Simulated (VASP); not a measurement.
# CdSe in VASP: notebook, part 3 of 3

VASP 6.6.1. The steps go on from the part before.

## 5. Single point, r2SCAN (uniaxial z strain +4.6%)

POSCAR

```
CdSe
1.0
    0.0000000000      3.0677809647      3.2095124453
    3.0677809647      0.0000000000      3.2095124453
    3.0677809647      3.0677809647      0.0000000000
Cd Se
1 1
Direct
    0.0000000000      0.0000000000      0.0000000000
    0.2500000000      0.2500000000      0.2500000000
```

INCAR.step1

```
PREC = Accurate
ENCUT = 520
ISMEAR = 0
SIGMA = 0.01
LREAL = F
LASPH = T
NELM = 60
NBANDS = 16
GGA = PE
ALGO = Normal
EDIFF = 1E-4
LWAVE = T
LCHARG = F
```

INCAR.step2

```
PREC = Accurate
ENCUT = 520
EDIFF = 1E-7
ISMEAR = 0
SIGMA = 0.01
LREAL = F
LASPH = T
NELM = 60
ALGO = Normal
ISIF = 2
LWAVE = F
LCHARG = F
METAGGA = R2SCAN
LMIXTAU = T
NBANDS = 16
ISTART = 1
```

KPOINTS

```
Automatic mesh
0
Gamma
  8 8 8
```

Potentials or basis: VASP PAW PBE potentials, release 64 (Cd, Se).

Started as:

```sh
$ cat potpaw_PBE.64/Cd/POTCAR potpaw_PBE.64/Se/POTCAR > POTCAR
$ cp INCAR.step1 INCAR
$ mpirun -np 1 vasp_std > vasp.out
$ cp INCAR.step2 INCAR
$ mpirun -np 1 vasp_std > vasp.out
```

OUTCAR:

```text
PREC = Accurate
   ENCUT = 520
   EDIFF = 1E-7
   ISMEAR = 0
   LREAL = F
   LASPH = T
   NELM = 60
   ISIF = 2
   METAGGA = R2SCAN
   ISTART = 1

 ion  position               nearest neighbor table
   1  0.000  0.000  0.000-   2 2.70   2 2.70   2 2.70   2 2.70
   2  0.250  0.250  0.250-   1 2.70   1 2.70   1 2.70   1 2.70

  LATTYP: Found a body centered tetragonal cell.
 ALAT       =     4.3384974467
 C/A-ratio  =     1.4795502290

  Lattice vectors:

 A1 = (  -3.0677809647,   0.0000000000,   3.2095124453)
 A2 = (   3.0677809647,   0.0000000000,   3.2095124453)
 A3 = (   0.0000000000,   3.0677809647,  -3.2095124453)

Analysis of symmetry for initial positions (statically):
=====================================================================
 Subroutine PRICEL returns:
 Original cell was already a primitive cell.

 Routine SETGRP: Setting up the symmetry group for a
 body centered tetragonal supercell.

 Subroutine GETGRP returns: Found  8 space group operations
 (whereof  8 operations were pure point group operations)
 out of a pool of 16 trial point group operations.

The static configuration has the point symmetry D_2d.

Analysis of symmetry for dynamics (positions and initial velocities):
=====================================================================
 Subroutine PRICEL returns:
 Original cell was already a primitive cell.

 Routine SETGRP: Setting up the symmetry group for a
 body centered tetragonal supercell.

 Subroutine GETGRP returns: Found  8 space group operations
 (whereof  8 operations were pure point group operations)
 out of a pool of 16 trial point group operations.

The dynamic configuration has the point symmetry D_2d.

 Subroutine INISYM returns: Found  8 space group operations
 (whereof  8 operations are pure point group operations),
 and found     1 'primitive' translations

----------------------------------------------------------------------------------------

                                     Primitive cell

  volume of cell :      60.4112

  direct lattice vectors                    reciprocal lattice vectors
     0.000000000  3.067780965  3.209512445    -0.162984257  0.162984257  0.155786902
     3.067780965  0.000000000  3.209512445     0.162984257 -0.162984257  0.155786902
     3.067780965  3.067780965  0.000000000     0.162984257  0.162984257 -0.155786902

  length of vectors
     4.439847991  4.439847991  4.338497447     0.278203693  0.278203693  0.278203693

  position of ions in fractional coordinates (direct lattice)
     0.000000000  0.000000000  0.000000000
     0.250000000  0.250000000  0.250000000

  ion indices of the primitive-cell ions
   primitive index   ion index
                 1           1
                 2           2

----------------------------------------------------------------------------------------

 KPOINTS: Automatic mesh

Automatic generation of k-mesh.
 Grid dimensions read from file:
 generate k-points for:    8    8    8

 Generating k-lattice:

  Cartesian coordinates                     Fractional coordinates (reciprocal lattice)
    -0.020373032  0.020373032  0.019473363     0.125000000  0.000000000  0.000000000
     0.020373032 -0.020373032  0.019473363     0.000000000  0.125000000  0.000000000
     0.020373032  0.020373032 -0.019473363    -0.000000000 -0.000000000  0.125000000

  Length of vectors
     0.034775462  0.034775462  0.034775462

  Shift w.r.t. Gamma in fractional coordinates (k-lattice)
     0.000000000  0.000000000  0.000000000

 Subroutine IBZKPT returns following result:
 ===========================================

 Found     59 irreducible k-points:

 Following reciprocal coordinates:
            Coordinates               Weight
  0.000000  0.000000  0.000000      1.000000
  0.125000  0.000000  0.000000      8.000000
  0.250000  0.000000  0.000000      8.000000
  0.375000  0.000000  0.000000      8.000000
  0.500000  0.000000  0.000000      4.000000
  0.125000  0.125000  0.000000      2.000000
[... 16 lines left out ...]
  0.250000  0.000000  0.125000     16.000000
  0.375000  0.000000  0.125000     16.000000
 [... further k-points ...]
   k-points           NKPTS =     59   k-points in BZ     NKDIM =     59   number of bands    NBANDS=     16
   number of dos      NEDOS =    301   number of ions     NIONS =      2
   total plane-waves  NPLWV =  41472
   dimension x,y,z NGX =    36 NGY =   36 NGZ =   32
   dimension x,y,z NGXF=    72 NGYF=   72 NGZF=   64
   ions per type =               1   1
   NGX,Y,Z   is equivalent  to a cutoff of  13.48, 13.48, 12.26 a.u.
   NGXF,Y,Z  is equivalent  to a cutoff of  26.96, 26.96, 24.52 a.u.
 SYSTEM =  unknown system
   PREC   = accura    normal or accurate (medium, high low for compatibility)
   ISTART =      1    job   : 0-new  1-cont  2-samecut
   ICHARG =      0    charge: 1-file 2-atom 10-const
   ISPIN  =      1    spin polarized calculation?
   LNONCOLLINEAR =      F non collinear calculations
   LSORBIT =      F    spin-orbit coupling
   LASPH  =      T    aspherical Exc in radial PAW
   ENCUT  =  520.0 eV  38.22 Ry    6.18 a.u.   8.26  8.26  8.07*2*pi/ulx,y,z
   NELM   =     60;   NELMIN=  2; NELMDL=  0     # of ELM steps
   EDIFF  = 0.1E-06   stopping-criterion for ELM
   LREAL  =      F    real-space projection
   EDIFFG = 0.1E-05   stopping-criterion for IOM
   NSW    =      0    number of steps for IOM
   IBRION =     -1    ionic relax: 0-MD 1-quasi-New 2-CG
   NFREE  =      0    steps in history (QN), initial steepest desc. (CG)
   ISIF   =      2    stress and relaxation
   ISYM   =      2    0-nonsym 1-usesym 2-fastsym
   POTIM  = 0.5000    time-step for ionic-motion
   TEBEG  =    0.0;   TEEND  =   0.0 temperature during run
   PSTRESS=    0.0 pullay stress
   NELECT =      18.0000    total number of electrons
   NUPDOWN=      -1.0000    fix difference up-down
   EMIN   =  10.00;   EMAX   =-10.00  energy-range for DOS
   EFERMI =   0.00;   METHOD = LEGACY
   ISMEAR =     0;   SIGMA  =   0.01  broadening in eV -4-tet -1-fermi 0-gaus
   EFERMI_NEDOS =   21; number of points for ismear=-14 and -15
   IALGO  =     38    algorithm
   IMIX   =      4    mixing-type and parameters
     AMIX     =   0.40;   BMIX     =  1.00
     AMIX_MAG =   1.60;   BMIX_MAG =  1.00
  volume/ion in A,a.u.               =      30.21       203.84
  Fermi-wavevector in a.u.,A,eV,Ry     =   1.093435  2.066293 16.267135  1.195601
  Thomas-Fermi vector in A             =   2.229721
   LORBIT       =      0    0 simple, 1 ext, 2 COOP (PROOUT), +10 PAW based schemes
   METAGGA = R2SCAN    functional components
   LHFCALC =     F    Hartree Fock is set to
   AEXX    =    0.0000 exact exchange contribution
   IVDW    =     0    specifies the selected vdW correction
   LEPSILON=     F    determine dielectric tensor
   LRPA    =     F    only Hartree local field effects (RPA)
 non-spin polarized calculation
 Gauss-broadening in eV      SIGMA  =   0.01
  energy-cutoff  :      520.00
  volume of cell :       60.41
 maximum number of plane-waves:      1644
 NGX is ok and might be reduce to    36
   NGX = 17   NGY = 17   NGZ = 17

 number of electron      17.9999999 magnetization

 Free energy of the ion-electron system (eV)
  ---------------------------------------------------
  ext. energy  EPLUGINS =         0.00000000
  ---------------------------------------------------
  free energy    TOTEN  =       -35.89532575 eV

  energy without entropy =      -35.89532575  energy(sigma->0) =      -35.89532575

 E-fermi :   0.2110     XC(G=0):  -9.0917

 val. band max:        0.1482586711   @ k =   0.0000   0.0000   0.0000
 cond. band min:       1.0184430822   @ k =   0.0000   0.0000   0.0000
 fundamental gap:      0.8701844111
 Fermi energy:         0.2109788992

 k-point     1 :       0.0000    0.0000    0.0000
  band No.  band energies     occupation
      1     -12.5265      2.00000
      2      -7.8698      2.00000
      3      -7.8492      2.00000
      4      -7.8492      2.00000
      5      -7.5357      2.00000
      6      -7.5314      2.00000
[... 8 lines left out ...]
     15      11.1939      0.00000
     16      11.9261      0.00000
[... 419 lines left out ...]
 k-point    24 :       0.3750    0.0000    0.1250
  band No.  band energies     occupation
      1     -12.2581      2.00000
      2      -7.7822      2.00000
      3      -7.7618      2.00000
      4      -7.5747      2.00000
      5      -7.5132      2.00000
      6      -7.4431      2.00000
[... 8 lines left out ...]
     15      11.4874      0.00000
     16      12.1613      0.00000

 [... further k-points ...]

------------------------ aborting loop because EDIFF is reached ----------------------------------------

  FORCE on cell =-STRESS in cart. coord.  units (eV):
  Direction    XX          YY          ZZ          XY          YZ          ZX
  --------------------------------------------------------------------------------------
  -------------------------------------------------------------------------------------
  Total       -0.6310865     -0.6310865     -0.9878433      0.0000000      0.0000000      0.0000000
  in kB      -16.7371572    -16.7371572    -26.1987679      0.0000000      0.0000000      0.0000000
  external PRESSURE =     -19.8910274 kB  Pullay stress =       0.0000000 kB

 VOLUME and BASIS-vectors are now :
 -----------------------------------------------------------------------------
  energy-cutoff  :      520.00
  volume of cell :       60.41
      direct lattice vectors                 reciprocal lattice vectors
     0.000000000  3.067780965  3.209512445    -0.162984257  0.162984257  0.155786902
     3.067780965  0.000000000  3.209512445     0.162984257 -0.162984257  0.155786902
     3.067780965  3.067780965  0.000000000     0.162984257  0.162984257 -0.155786902

 POSITION                                       TOTAL-FORCE (eV/Angst)
 -----------------------------------------------------------------------------------
      0.00000      0.00000      0.00000        -0.000000     -0.000000     -0.000000
      1.53389      1.53389      1.60476         0.000000      0.000000      0.000000
 -----------------------------------------------------------------------------------
    total drift:                                0.000021      0.000021     -0.000073

  FREE ENERGIE OF THE ION-ELECTRON SYSTEM (eV)
  ---------------------------------------------------
  free  energy   TOTEN  =       -35.8953257453 eV

  energy  without entropy=      -35.8953257453  energy(sigma->0) =      -35.89532575
```

OSZICAR.step1:

```text
N       E                     dE             d eps       ncg     rms          rms(c)
DAV:   1     0.108885019811E+03    0.10889E+03   -0.85824E+03  1904   0.998E+02
DAV:   2    -0.157799804569E+01   -0.11046E+03   -0.10433E+03  2232   0.247E+02
DAV:   3    -0.586400707409E+01   -0.42860E+01   -0.42767E+01  2288   0.506E+01
DAV:   4    -0.588323861793E+01   -0.19232E-01   -0.19231E-01  2416   0.338E+00
DAV:   5    -0.588336168179E+01   -0.12306E-03   -0.12306E-03  2280   0.237E-01    0.534E+00
DAV:   6    -0.551299579987E+01    0.37037E+00   -0.56774E-01  2792   0.845E+00    0.435E+00
DAV:   7    -0.549258861796E+01    0.20407E-01   -0.13392E-01  2248   0.241E+00    0.193E+00
DAV:   8    -0.549345239962E+01   -0.86378E-03   -0.11869E-02  2240   0.128E+00    0.237E-01
DAV:   9    -0.549368505994E+01   -0.23266E-03   -0.13356E-03  2296   0.438E-01    0.506E-02
DAV:  10    -0.549375511398E+01   -0.70054E-04   -0.14263E-04  2064   0.145E-01
   1 F= -.54937551E+01 E0= -.54937551E+01  d E =-.680563E-17
```

Wall time 2.6 min (1 thread of Intel Xeon 6975P-C (Granite Rapids), shared host); peak memory 0.23 GiB.

Results:

| Property | Result |
| --- | --- |
| Free energy | -35.8953 eV |
| Pressure | -2.0 GPa |
| Band gap on the k mesh | 0.87 eV, direct |

Caveat: the cell differs from its parent crystal (uniaxial z strain +4.6%); the PAW data sets were made with another functional, which shifts forces and pressure a little.

## 6. Overview

| level | cell | smearing | gap on the mesh (eV) | pressure (GPa) |
| --- | --- | --- | --- | --- |
| PBE | a = 4.513 Å, angles 60.0°, 2 atoms | fermi-dirac 0.02 eV | 0.31 | -3.1 |
| r2SCAN | a = 4.513 Å, angles 60.0°, 2 atoms | gaussian 0.01 eV | 0.76 | -4.5 |
| PBE | a = 4.440, b = 4.440, c = 4.338 Å, angles 60.8, 60.8, 58.5°, 2 atoms | fermi-dirac 0.02 eV | 0.41 | -0.5 |
| r2SCAN | a = 4.440, b = 4.440, c = 4.338 Å, angles 60.8, 60.8, 58.5°, 2 atoms | gaussian 0.01 eV | 0.87 | -2.0 |

Alike in all rows: task single point; potentials or basis VASP PAW PBE potentials, release 64 (Cd, Se); no spin polarisation; k mesh 8 × 8 × 8; cutoff (eV) 520.

Caveats: the PAW data sets were made with another functional, which shifts forces and pressure a little (some runs).

Total energies depend on the potentials used, so only differences within one code and one set of settings carry meaning.
